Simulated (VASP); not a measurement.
# HCl (R-3m) in VASP: further runs, part 2 of 2

VASP 6.6.1.

**6. Single point, PBEsol**

This run uses another cell than the first one, of the same volume but with other edges.

The input, INCAR:

```
SYSTEM = HCl
PREC     = Accurate       ! precision mode
ENCUT    = 520            ! plane-wave cutoff, eV
EDIFF    = 1E-7           ! SCF threshold, eV
ISMEAR   = 0              ! smearing method
SIGMA    = 0.15           ! smearing width, eV
LREAL    = .FALSE.        ! projectors in reciprocal space
LASPH    = .TRUE.         ! aspherical terms in the spheres
NELM     = 100            ! most SCF steps
ALGO     = Normal         ! electronic algorithm
ISIF     = 2              ! what is computed and relaxed
LWAVE    = .FALSE.        ! write WAVECAR
LCHARG   = .TRUE.         ! write CHGCAR
GGA      = PS             ! functional
LELF     = .TRUE.         ! ELF
LVHAR    = .TRUE.       
NBANDS   = 11             ! bands
```

The input, KPOINTS:

```
Automatic mesh
0
G
  16 16 16
  0 0 0
```

The input, POSCAR:

```
HCl
1.0
    0.1423021966      2.8104683827      2.8104683827
    2.8104683827      0.1423021966      2.8104683827
    2.8104683827      2.8104683827      0.1423021966
H Cl
1 1
Direct
    0.0000000000      0.0000000000      0.0000000000
    0.5000000000      0.5000000000      0.5000000000
```

Potentials or basis: VASP PAW PBE potentials, release 64 (H, Cl).

Started as:

```console
cat potpaw_PBE.64/H/POTCAR potpaw_PBE.64/Cl/POTCAR > POTCAR
mpirun -np 1 vasp_std > vasp.out
```

OUTCAR:

```text
SYSTEM = HCl
   PREC = Accurate
   ENCUT = 520
   EDIFF = 1E-7
   ISMEAR = 0
   LREAL = .FALSE.
   LASPH = .TRUE.
   NELM = 100
   ISIF = 2
   GGA = PS

 ion  position               nearest neighbor table
   1  0.000  0.000  0.000-
   2  0.500  0.500  0.500-

  LATTYP: Found a trigonal (rhomboedric) cell.
 ALAT       =     3.9771491015
 COS(alpha) =     0.5499279885

  Lattice vectors:

 A1 = (   0.1423021966,   2.8104683827,   2.8104683827)
 A2 = (   2.8104683827,   0.1423021966,   2.8104683827)
 A3 = (   2.8104683827,   2.8104683827,   0.1423021966)

Analysis of symmetry for initial positions (statically):
=====================================================================
 Subroutine PRICEL returns:
 Original cell was already a primitive cell.

 Routine SETGRP: Setting up the symmetry group for a
 trigonal (rhombohedral) supercell.

 Subroutine GETGRP returns: Found 12 space group operations
 (whereof 12 operations were pure point group operations)
 out of a pool of 12 trial point group operations.

The static configuration has the point symmetry D_3d.

Analysis of symmetry for dynamics (positions and initial velocities):
=====================================================================
 Subroutine PRICEL returns:
 Original cell was already a primitive cell.

 Routine SETGRP: Setting up the symmetry group for a
 trigonal (rhombohedral) supercell.

 Subroutine GETGRP returns: Found 12 space group operations
 (whereof 12 operations were pure point group operations)
 out of a pool of 12 trial point group operations.

The dynamic configuration has the point symmetry D_3d.

 Subroutine INISYM returns: Found 12 space group operations
 (whereof 12 operations are pure point group operations),
 and found     1 'primitive' translations

----------------------------------------------------------------------------------------

                                     Primitive cell
[... 113 lines left out ...]
  Fermi-wavevector in a.u.,A,eV,Ry     =   0.949308  1.793933 12.261388  0.901187
  Thomas-Fermi vector in A             =   2.077579
   LORBIT       =      0    0 simple, 1 ext, 2 COOP (PROOUT), +10 PAW based schemes
   GGA     = PS    functional components
   LHFCALC =     F    Hartree Fock is set to
   AEXX    =    0.0000 exact exchange contribution
   IVDW    =     0    specifies the selected vdW correction
   LEPSILON=     F    determine dielectric tensor
   LRPA    =     F    only Hartree local field effects (RPA)
 non-spin polarized calculation
 Gauss-broadening in eV      SIGMA  =   0.15
  energy-cutoff  :      520.00
  volume of cell :       41.03
 maximum number of plane-waves:      1118
 NGX is ok and might be reduce to    30

 number of electron       8.0000000 magnetization

 Free energy of the ion-electron system (eV)
  ---------------------------------------------------
  ext. energy  EPLUGINS =         0.00000000
  ---------------------------------------------------
  free energy    TOTEN  =        -2.99936303 eV

  energy without entropy =       -2.99586041  energy(sigma->0) =       -2.99761172

 E-fermi :  -2.1035     XC(G=0):  -7.8118

 val. band max:       -2.1080824584   @ k =   0.5000   0.4375  -0.0000
 cond. band min:      -2.0029270470   @ k =  -0.4375   0.5000   0.0625
 fundamental gap:      0.1051554113
 Fermi energy:        -2.1034639720

 k-point     1 :       0.0000    0.0000    0.0000
  band No.  band energies     occupation
      1     -15.3200      2.00000
      2      -2.4907      1.99974
      3      -2.4173      1.99691
      4      -2.1988      1.63102
      5      -2.1988      1.63102
      6       9.1283      0.00000
      7       9.7302      0.00000
      8      10.6615      0.00000
      9      10.6615      0.00000
     10      12.7272      0.00000
     11      12.7272      0.00000
[... 309 lines left out ...]
 k-point    24 :      -0.0625    0.0625    0.0000
  band No.  band energies     occupation
      1     -15.2811      2.00000
      2      -3.1381      2.00000
      3      -2.4977      1.99980
      4      -2.2404      1.80335
      5      -1.5331      0.00000
      6       8.8568      0.00000
      7       9.8144      0.00000
      8      10.0653      0.00000
      9      10.8342      0.00000
     10      11.4584      0.00000
     11      12.4890      0.00000

 [... further k-points ...]
[... 5 lines left out ...]
  --------------------------------------------------------------------------------------
  -------------------------------------------------------------------------------------
  Total       -2.6377004     -2.6377004     -2.6377004     -0.2431286     -0.2431286     -0.2431286
  in kB     -103.0015265   -103.0015265   -103.0015265     -9.4941114     -9.4941114     -9.4941114
  external PRESSURE =    -103.0015265 kB  Pullay stress =       0.0000000 kB

 VOLUME and BASIS-vectors are now :
 -----------------------------------------------------------------------------
  energy-cutoff  :      520.00
  volume of cell :       41.03
      direct lattice vectors                 reciprocal lattice vectors
     0.142302197  2.810468383  2.810468383    -0.192021652  0.182767597  0.182767597
     2.810468383  0.142302197  2.810468383     0.182767597 -0.192021652  0.182767597
     2.810468383  2.810468383  0.142302197     0.182767597  0.182767597 -0.192021652

 POSITION                                       TOTAL-FORCE (eV/Angst)
 -----------------------------------------------------------------------------------
      0.00000      0.00000      0.00000         0.000000     -0.000000      0.000000
      2.88162      2.88162      2.88162        -0.000000      0.000000     -0.000000
 -----------------------------------------------------------------------------------
    total drift:                                0.000000     -0.000000      0.000000

  FREE ENERGIE OF THE ION-ELECTRON SYSTEM (eV)
  ---------------------------------------------------
  free  energy   TOTEN  =        -2.9993630252 eV

  energy  without entropy=       -2.9958604133  energy(sigma->0) =       -2.99761172
```

OSZICAR:

```text
N       E                     dE             d eps       ncg     rms          rms(c)
DAV:   1     0.293351078029E+02    0.29335E+02   -0.31036E+03  9182   0.563E+02
DAV:   2    -0.134220007928E+01   -0.30677E+02   -0.29139E+02 11064   0.102E+02
DAV:   3    -0.344125627289E+01   -0.20991E+01   -0.20934E+01 11411   0.295E+01
DAV:   4    -0.345575273417E+01   -0.14496E-01   -0.14495E-01 10927   0.291E+00
DAV:   5    -0.345590330223E+01   -0.15057E-03   -0.15057E-03 11872   0.288E-01    0.370E+00
DAV:   6    -0.302643707788E+01    0.42947E+00   -0.27051E+00 10340   0.339E+00    0.144E+00
DAV:   7    -0.300613194368E+01    0.20305E-01   -0.65157E-02 10152   0.109E+00    0.792E-01
DAV:   8    -0.299954601327E+01    0.65859E-02   -0.32219E-02 10284   0.790E-01    0.356E-01
DAV:   9    -0.299992080534E+01   -0.37479E-03   -0.72809E-04 11691   0.132E-01    0.443E-01
DAV:  10    -0.299937669632E+01    0.54411E-03   -0.20930E-03 10105   0.979E-02    0.121E-01
DAV:  11    -0.299935792014E+01    0.18776E-04   -0.23366E-04 11423   0.442E-02    0.147E-02
DAV:  12    -0.299936204691E+01   -0.41268E-05   -0.30257E-06 10657   0.100E-02    0.707E-03
DAV:  13    -0.299936300688E+01   -0.95998E-06   -0.12941E-06 10312   0.644E-03    0.119E-03
DAV:  14    -0.299936302517E+01   -0.18283E-07   -0.45478E-07  9763   0.138E-03
   1 F= -.29993630E+01 E0= -.29976117E+01  d E =-.350261E-02
```

stdout:

```text
POSCAR found type information on POSCAR H Cl
 POSCAR found :  2 types and       2 ions
 scaLAPACK will be used
 -----------------------------------------------------------------------------
|                                                                             |
|                                                                             |
|     You enforced a specific xc type in the INCAR file but a different       |
|     I HOPE YOU KNOW WHAT YOU ARE DOING!                                     |
|                                                                             |
 -----------------------------------------------------------------------------

 LDA part: xc-table for (Slater+PW92), standard interpolation
 POSCAR, INCAR and KPOINTS ok, starting setup
 FFT: planning ... GRIDC
 FFT: planning ... GRID_SOFT
 FFT: planning ... GRID
 WAVECAR not read
 entering main loop
```

Run time: 1.8 min. Hardware: 1 thread of Intel Xeon Platinum 8559C (Emerald Rapids), shared host; peak memory 0.28 GiB.

Results:

| Quantity | Value |
| --- | --- |
| Free energy | -2.9994 eV |
| Pressure | -10.3 GPa |
| Band gap on the k mesh | zero (bands 4 and 5 overlap by 0.17 eV) |

Stress tensor (GPa, compression positive):
```
-10.30  -0.95  -0.95
 -0.95 -10.30  -0.95
 -0.95  -0.95 -10.30
```

Caveat: the cell stands under tension; the PAW data sets were made with another functional, which shifts forces and pressure a little.

**7. Overview**

| cell | gap on the mesh (eV) | pressure (GPa) |
| --- | --- | --- |
| a = 3.690 Å, angles 67.3°, 2 atoms | none | -10.1 |
| a = 4.143 Å, angles 52.2°, 2 atoms | none | -9.9 |
| a = 4.876 Å, angles 38.9°, 2 atoms | none | -7.4 |
| a = 3.783 Å, angles 63.2°, 2 atoms | none | -10.3 |
| a = 3.977 Å, angles 56.6°, 2 atoms | none | -10.3 |

Alike in all rows: task single point; level PBEsol; potentials or basis VASP PAW PBE potentials, release 64 (H, Cl); no spin polarisation; k mesh 16 × 16 × 16; cutoff (eV) 520; smearing gaussian 0.15 eV.

Caveats: the cell stands under tension; the PAW data sets were made with another functional, which shifts forces and pressure a little.

Total energies depend on the potentials used, so only differences within one code and one set of settings carry meaning.
